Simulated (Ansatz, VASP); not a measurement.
**Two plane-wave programs on PtSeS4**

```
Pt Se S
1.0
     3.59159   -0.01518   -0.01807
    -0.02629    6.13372    0.00610
    -0.06564    0.01278   13.14284
Pt Se S
2 2 8
Direct
  0.96748 0.98143 0.50794
  0.49223 0.53707 0.53359
  0.99248 0.01534 0.99012
  0.51184 0.53423 0.99110
  0.49776 0.08755 0.58399
  0.97673 0.61188 0.58094
  0.56719 0.19705 0.08921
  0.99523 0.67805 0.12928
  0.00694 0.34960 0.88678
  0.52202 0.86394 0.90442
  0.95967 0.32341 0.40508
  0.51042 0.82044 0.39754
```

Change from the starting cell: cell x2, atoms moved at random (sigma 0.15 Å) and cell strained at random (1.5 %), then relaxed without symmetry.

Alike in both runs: task relaxation of cell and atoms; functional PBE; k mesh 4 × 2 × 1; occupations gaussian, width 0.1 eV; no spin polarisation.

|  | VASP | Ansatz |
| --- | --- | --- |
| version | VASP 6.6.1 | Ansatz 0.2.0 |
| potentials or method | VASP PAW PBE potentials, release 64 (Pt, Se, S), cutoff 600 eV | scalar-relativistic, plane waves, PAW |
| valence electrons in the cell | 80 | 116 |

Ansatz gave:

* gap on the k mesh at the Fermi level, each at its own relaxed structure (eV): 1.48
* relaxed volume (Å³/atom): 24.92
* relaxed length of the cell vector where the two differ most in proportion (Å): 13.139

Question: Which values does VASP return?

Answer: gap on the k mesh at the Fermi level, each at its own relaxed structure (eV): 1.51; relaxed volume (Å³/atom): 24.79; relaxed length of the cell vector where the two differ most in proportion (Å): 13.097.

VASP's potentials hold 80 valence electrons a cell and Ansatz's 116, so a difference there can come from the potentials and not from the codes.

The k mesh is coarse, so the values compare programs but aren't converged. Neither program's run includes spin-orbit coupling.
